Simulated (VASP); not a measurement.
# KBr (I4/mmm) in VASP: notebook

The runs below take KBr through single point, with LDA.

Everything below comes from runs of VASP 6.6.1. Logs are shortened: lines on timing, memory, paths and dates and some standing lists are left out, and cuts for length are marked.

## 1. The cell of the first run

It takes space group I4/mmm (No. 139, tetragonal). The conventional cell has a = 4.656 Å, b = 4.656 Å, c = 6.486 Å, α = 90.00°, β = 90.00°, γ = 90.00°. Within 4.3 Å of K (site symmetry 4/mmm) lie 6 Br at 3.24 to 3.29 Å. Br (site symmetry 4/mmm) has 6 K at 3.24 to 3.29 Å within 4.3 Å.

## 2. Single point, LDA (strain +0.000 along x and y, -0.015 along z)

File INCAR:

```
ALGO = Normal
EDIFF = 1E-6
ENCUT = 520
ISIF = 2
ISMEAR = 0
LASPH = True
LCHARG = False
LREAL = False
LWAVE = False
NBANDS = 15
NELM = 100
PREC = Accurate
SIGMA = 0.05
```

File KPOINTS:

```
k-points
0
Gamma
  6 6 6
```

File POSCAR:

```
KBr
1.0
    0.0000000000      3.2925000000      3.2431125000
    3.2925000000      0.0000000000      3.2431125000
    3.2925000000      3.2925000000      0.0000000000
K Br
1 1
Direct
    0.0000000000      0.0000000000      0.0000000000
    0.5000000000      0.5000000000      0.5000000000
```

Potentials or basis: VASP PAW LDA potentials, release 64 (K_sv, Br).

Run with:

```console
$ cat potpaw_LDA.64/K_sv/POTCAR potpaw_LDA.64/Br/POTCAR > POTCAR
$ mpirun -np 1 vasp_std > vasp.out
```

OUTCAR:

```text
EDIFF = 1E-6
   ENCUT = 520
   ISIF = 2
   ISMEAR = 0
   LASPH = True
   LREAL = False
   NELM = 100
   PREC = Accurate

 ion  position               nearest neighbor table
   1  0.000  0.000  0.000-   2 3.24   2 3.24   2 3.29   2 3.29   2 3.29   2 3.29
   2  0.500  0.500  0.500-   1 3.24   1 3.24   1 3.29   1 3.29   1 3.29   1 3.29

  LATTYP: Found a body centered tetragonal cell.
 ALAT       =     4.6562981541
 C/A-ratio  =     1.3930003589

  Lattice vectors:

 A1 = (   0.0000000000,  -3.2925000000,  -3.2431125000)
 A2 = (   0.0000000000,   3.2925000000,  -3.2431125000)
 A3 = (   3.2925000000,   0.0000000000,   3.2431125000)

Analysis of symmetry for initial positions (statically):
=====================================================================
 Subroutine PRICEL returns:
 Original cell was already a primitive cell.

 Routine SETGRP: Setting up the symmetry group for a
 body centered tetragonal supercell.

 Subroutine GETGRP returns: Found 16 space group operations
 (whereof 16 operations were pure point group operations)
 out of a pool of 16 trial point group operations.

The static configuration has the point symmetry D_4h.

Analysis of symmetry for dynamics (positions and initial velocities):
=====================================================================
 Subroutine PRICEL returns:
 Original cell was already a primitive cell.

 Routine SETGRP: Setting up the symmetry group for a
 body centered tetragonal supercell.

 Subroutine GETGRP returns: Found 16 space group operations
 (whereof 16 operations were pure point group operations)
 out of a pool of 16 trial point group operations.

The dynamic configuration has the point symmetry D_4h.

 Subroutine INISYM returns: Found 16 space group operations
 (whereof 16 operations are pure point group operations),
 and found     1 'primitive' translations

----------------------------------------------------------------------------------------

                                     Primitive cell

  volume of cell :      70.3143

  direct lattice vectors                    reciprocal lattice vectors
     0.000000000  3.292500000  3.243112500    -0.151860289  0.151860289  0.154172882
     3.292500000  0.000000000  3.243112500     0.151860289 -0.151860289  0.154172882
     3.292500000  3.292500000  0.000000000     0.151860289  0.151860289 -0.154172882

  length of vectors
     4.621507864  4.621507864  4.656298154     0.264371655  0.264371655  0.264371655

  position of ions in fractional coordinates (direct lattice)
     0.000000000  0.000000000  0.000000000
     0.500000000  0.500000000  0.500000000

  ion indices of the primitive-cell ions
   primitive index   ion index
                 1           1
                 2           2

----------------------------------------------------------------------------------------

 KPOINTS: k-points

Automatic generation of k-mesh.
 Grid dimensions read from file:
 generate k-points for:    6    6    6

 Generating k-lattice:

  Cartesian coordinates                     Fractional coordinates (reciprocal lattice)
    -0.025310048  0.025310048  0.025695480     0.166666667  0.000000000  0.000000000
     0.025310048 -0.025310048  0.025695480     0.000000000  0.166666667  0.000000000
     0.025310048  0.025310048 -0.025695480    -0.000000000 -0.000000000  0.166666667

  Length of vectors
     0.044061942  0.044061942  0.044061942

  Shift w.r.t. Gamma in fractional coordinates (k-lattice)
     0.000000000  0.000000000  0.000000000

 Subroutine IBZKPT returns following result:
 ===========================================

 Found     30 irreducible k-points:

 Following reciprocal coordinates:
            Coordinates               Weight
  0.000000  0.000000  0.000000      1.000000
  0.166667  0.000000  0.000000      8.000000
  0.333333 -0.000000  0.000000      8.000000
  0.500000  0.000000  0.000000      4.000000
  0.166667  0.166667  0.000000      2.000000
  0.333333  0.166667  0.000000      8.000000
[... 16 lines left out ...]
  0.333333  0.000000  0.333333      4.000000
  0.500000  0.000000  0.333333     16.000000
 [... further k-points ...]
   k-points           NKPTS =     30   k-points in BZ     NKDIM =     30   number of bands    NBANDS=     15
   number of dos      NEDOS =    301   number of ions     NIONS =      2
   total plane-waves  NPLWV =  46656
   dimension x,y,z NGX =    36 NGY =   36 NGZ =   36
   dimension x,y,z NGXF=    72 NGYF=   72 NGZF=   72
   ions per type =               1   1
   NGX,Y,Z   is equivalent  to a cutoff of  12.95, 12.95, 12.85 a.u.
   NGXF,Y,Z  is equivalent  to a cutoff of  25.90, 25.90, 25.71 a.u.
 SYSTEM =  unknown system
   PREC   = accura    normal or accurate (medium, high low for compatibility)
   ISTART =      0    job   : 0-new  1-cont  2-samecut
   ICHARG =      2    charge: 1-file 2-atom 10-const
   ISPIN  =      1    spin polarized calculation?
   LNONCOLLINEAR =      F non collinear calculations
   LSORBIT =      F    spin-orbit coupling
   LASPH  =      T    aspherical Exc in radial PAW
   ENCUT  =  520.0 eV  38.22 Ry    6.18 a.u.   8.59  8.59  8.66*2*pi/ulx,y,z
   NELM   =    100;   NELMIN=  2; NELMDL= -5     # of ELM steps
   EDIFF  = 0.1E-05   stopping-criterion for ELM
   LREAL  =      F    real-space projection
   EDIFFG = 0.1E-04   stopping-criterion for IOM
   NSW    =      0    number of steps for IOM
   IBRION =     -1    ionic relax: 0-MD 1-quasi-New 2-CG
   NFREE  =      0    steps in history (QN), initial steepest desc. (CG)
   ISIF   =      2    stress and relaxation
   ISYM   =      2    0-nonsym 1-usesym 2-fastsym
   POTIM  = 0.5000    time-step for ionic-motion
   TEBEG  =    0.0;   TEEND  =   0.0 temperature during run
   PSTRESS=    0.0 pullay stress
   NELECT =      16.0000    total number of electrons
   NUPDOWN=      -1.0000    fix difference up-down
   EMIN   =  10.00;   EMAX   =-10.00  energy-range for DOS
   EFERMI =   0.00;   METHOD = LEGACY
   ISMEAR =     0;   SIGMA  =   0.05  broadening in eV -4-tet -1-fermi 0-gaus
   EFERMI_NEDOS =   21; number of points for ismear=-14 and -15
   IALGO  =     38    algorithm
   IMIX   =      4    mixing-type and parameters
     AMIX     =   0.40;   BMIX     =  1.00
     AMIX_MAG =   1.60;   BMIX_MAG =  1.00
  volume/ion in A,a.u.               =      35.16       237.25
  Fermi-wavevector in a.u.,A,eV,Ry     =   0.999464  1.888712 13.591233  0.998927
  Thomas-Fermi vector in A             =   2.131755
   LORBIT       =      0    0 simple, 1 ext, 2 COOP (PROOUT), +10 PAW based schemes
   GGA     = CA    functional components
   LHFCALC =     F    Hartree Fock is set to
   AEXX    =    0.0000 exact exchange contribution
   IVDW    =     0    specifies the selected vdW correction
   LEPSILON=     F    determine dielectric tensor
   LRPA    =     F    only Hartree local field effects (RPA)
 non-spin polarized calculation
 Gauss-broadening in eV      SIGMA  =   0.05
  energy-cutoff  :      520.00
  volume of cell :       70.31
 maximum number of plane-waves:      1916
 NGX is ok and might be reduce to    36
   NGX = 17   NGY = 17   NGZ = 17

 number of electron      15.9999999 magnetization

 Free energy of the ion-electron system (eV)
  ---------------------------------------------------
  ext. energy  EPLUGINS =         0.00000000
  ---------------------------------------------------
  free energy    TOTEN  =        -6.81042955 eV

  energy without entropy =       -6.81042955  energy(sigma->0) =       -6.81042955

 E-fermi :  -1.6123     XC(G=0):  -7.9741

 val. band max:       -1.8167095997   @ k =   0.0000   0.0000   0.0000
 cond. band min:       2.2716714175   @ k =   0.0000   0.0000   0.0000
 fundamental gap:      4.0883810173
 Fermi energy:        -1.6122759387

 k-point     1 :       0.0000    0.0000    0.0000
  band No.  band energies     occupation
      1     -29.1866      2.00000
      2     -14.1741      2.00000
      3     -12.9053      2.00000
      4     -12.9027      2.00000
      5     -12.9027      2.00000
      6      -1.8254      2.00000
      7      -1.8254      2.00000
      8      -1.8167      2.00000
      9       2.2717      0.00000
     10       5.4941      0.00000
     11       5.4941      0.00000
     12       5.5896      0.00000
     13       6.3768      0.00000
     14       6.4522      0.00000
     15       9.4245      0.00000

 k-point     2 :       0.1667    0.0000    0.0000
  band No.  band energies     occupation
      1     -29.1848      2.00000
      2     -14.2208      2.00000
      3     -12.9055      2.00000
      4     -12.9048      2.00000
      5     -12.8384      2.00000
      6      -2.2345      2.00000
      7      -1.9243      2.00000
      8      -1.9194      2.00000
      9       2.9664      0.00000
     10       5.3704      0.00000
     11       5.8327      0.00000
     12       5.8906      0.00000
     13       6.7475      0.00000
     14       6.8306      0.00000
     15      10.3949      0.00000

 k-point     3 :       0.3333   -0.0000    0.0000
  band No.  band energies     occupation
      1     -29.1813      2.00000
      2     -14.3032      2.00000
      3     -12.9091      2.00000
      4     -12.9079      2.00000
      5     -12.7178      2.00000
      6      -2.8607      2.00000
      7      -2.1084      2.00000
      8      -2.1053      2.00000
      9       4.0882      0.00000
     10       5.6488      0.00000
     11       6.7340      0.00000
     12       6.7795      0.00000
     13       7.6705      0.00000
     14       7.7707      0.00000
     15       9.5255      0.00000
[... 343 lines left out ...]
 k-point    23 :       0.3333    0.0000    0.3333
  band No.  band energies     occupation
      1     -29.1798      2.00000
      2     -14.1644      2.00000
      3     -12.9385      2.00000
      4     -12.9324      2.00000
      5     -12.8846      2.00000
      6      -2.7185      2.00000
      7      -2.0627      2.00000
      8      -2.0596      2.00000
      9       4.0239      0.00000
     10       4.4621      0.00000
     11       7.1120      0.00000
     12       7.5243      0.00000
     13       7.9116      0.00000
     14       7.9538      0.00000
     15       8.8790      0.00000

 k-point    24 :       0.5000    0.0000    0.3333
  band No.  band energies     occupation
      1     -29.1781      2.00000
      2     -14.1485      2.00000
      3     -12.9760      2.00000
      4     -12.9367      2.00000
      5     -12.8738      2.00000
      6      -2.7026      2.00000
      7      -2.2874      2.00000
      8      -2.1388      2.00000
      9       4.1561      0.00000
     10       5.3805      0.00000
     11       6.8674      0.00000
     12       7.5987      0.00000
     13       7.7884      0.00000
     14       8.5039      0.00000
     15       8.9897      0.00000

 [... further k-points ...]

------------------------ aborting loop because EDIFF is reached ----------------------------------------

  FORCE on cell =-STRESS in cart. coord.  units (eV):
  Direction    XX          YY          ZZ          XY          YZ          ZX
  --------------------------------------------------------------------------------------
  -------------------------------------------------------------------------------------
  Total       -0.6447768     -0.6447768     -0.4470504      0.0000000     -0.0000000      0.0000000
  in kB      -14.6918481    -14.6918481    -10.1864654      0.0000000     -0.0000000      0.0000000
  external PRESSURE =     -13.1900538 kB  Pullay stress =       0.0000000 kB

 VOLUME and BASIS-vectors are now :
 -----------------------------------------------------------------------------
  energy-cutoff  :      520.00
  volume of cell :       70.31
      direct lattice vectors                 reciprocal lattice vectors
     0.000000000  3.292500000  3.243112500    -0.151860289  0.151860289  0.154172882
     3.292500000  0.000000000  3.243112500     0.151860289 -0.151860289  0.154172882
     3.292500000  3.292500000  0.000000000     0.151860289  0.151860289 -0.154172882

 POSITION                                       TOTAL-FORCE (eV/Angst)
 -----------------------------------------------------------------------------------
      0.00000      0.00000      0.00000        -0.000000      0.000000      0.000000
      3.29250      3.29250      3.24311         0.000000     -0.000000      0.000000
 -----------------------------------------------------------------------------------
    total drift:                                0.000000      0.000000      0.000000

  FREE ENERGIE OF THE ION-ELECTRON SYSTEM (eV)
  ---------------------------------------------------
  free  energy   TOTEN  =        -6.8104295511 eV

  energy  without entropy=       -6.8104295511  energy(sigma->0) =       -6.81042955
```

Run time: 35 s. Hardware: 1 thread of AMD EPYC 7R43 (Zen 3), shared host; peak memory 0.15 GiB.

What came out:

| Property | Result |
| --- | --- |
| Free energy | -6.8104 eV |
| Pressure | -1.3 GPa |
| Band gap on the k mesh | 4.09 eV, direct |

Levels at points of the mesh, in eV from the valence-band top:
```csv
k point,band 5,band 6,band 7,band 8,band 9,band 10,band 11,band 12
"(0.00, 0.00, 0.00)",-11.09,-0.01,-0.01,0.00,4.09,7.31,7.31,7.41
"(0.50, 0.00, 0.00)",-10.84,-1.30,-0.38,-0.38,6.29,8.00,9.57,9.58
"(0.50, 0.50, 0.00)",-11.13,-0.87,-0.33,-0.33,5.51,6.95,9.25,9.31
"(0.50, 0.00, 0.50)",-11.13,-0.89,-0.31,-0.30,5.53,6.93,9.21,9.23
```

Caveat: the cell differs from its parent crystal (strain +0.000 along x and y, -0.015 along z).

## 3. Single point, LDA (strain -0.015 along x and y, +0.015 along z)

File INCAR:

```
SYSTEM = KBr
PREC = Accurate
ENCUT = 520
EDIFF = 1E-7
ISMEAR = 0
SIGMA = 0.05
LREAL = .FALSE.
LASPH = .TRUE.
NELM = 80
ALGO = Normal
ISIF = 2
LWAVE = .FALSE.
LCHARG = .TRUE.
GGA = CA
LELF = .TRUE.
LVHAR = .TRUE.
NBANDS = 15
```

File KPOINTS:

```
regular mesh
0
G
  6 6 6
  0 0 0
```

File POSCAR:

```
KBr
1.0
    0.0000000000      3.2431125000      3.3418875000
    3.2431125000      0.0000000000      3.3418875000
    3.2431125000      3.2431125000      0.0000000000
K Br
1 1
Direct
    0.0000000000      0.0000000000      0.0000000000
    0.5000000000      0.5000000000      0.5000000000
```

Potentials or basis: VASP PAW LDA potentials, release 64 (K_sv, Br).

Run with:

```console
$ cat potpaw_LDA.64/K_sv/POTCAR potpaw_LDA.64/Br/POTCAR > POTCAR
$ mpirun -np 1 vasp_std > vasp.out
```

Wall time 45 s (1 thread of AMD EPYC 7R43 (Zen 3), shared host); peak memory 0.15 GiB.

Results (log left out):

```yaml
Free_energy: -6.8079 eV
Pressure: -1.3 GPa
Band_gap_on_the_k_mesh: 4.09 eV, direct
```

Stress tensor (GPa, compression positive):
```
-1.00  0.00  0.00
 0.00 -1.00  0.00
 0.00  0.00 -1.81
```

Levels at points of the mesh, in eV from the valence-band top:
```
           k point  band 4  band 5  band 6  band 7  band 8  band 9  band 10  band 11  band 12  band 13
(0.00, 0.00, 0.00)  -11.09  -11.08   -0.02    0.00    0.00    4.09     7.22     7.41     7.41     8.17
(0.50, 0.00, 0.00)  -11.09  -10.84   -1.30   -0.38   -0.38    6.29     8.00     9.58     9.59     9.77
(0.50, 0.50, 0.00)  -11.13  -11.13   -0.91   -0.28   -0.28    5.55     6.92     9.16     9.18     9.53
(0.50, 0.00, 0.50)  -11.14  -11.12   -0.87   -0.33   -0.32    5.51     6.95     9.25     9.31     9.55
```

Caveat: the cell differs from its parent crystal (strain -0.015 along x and y, +0.015 along z).
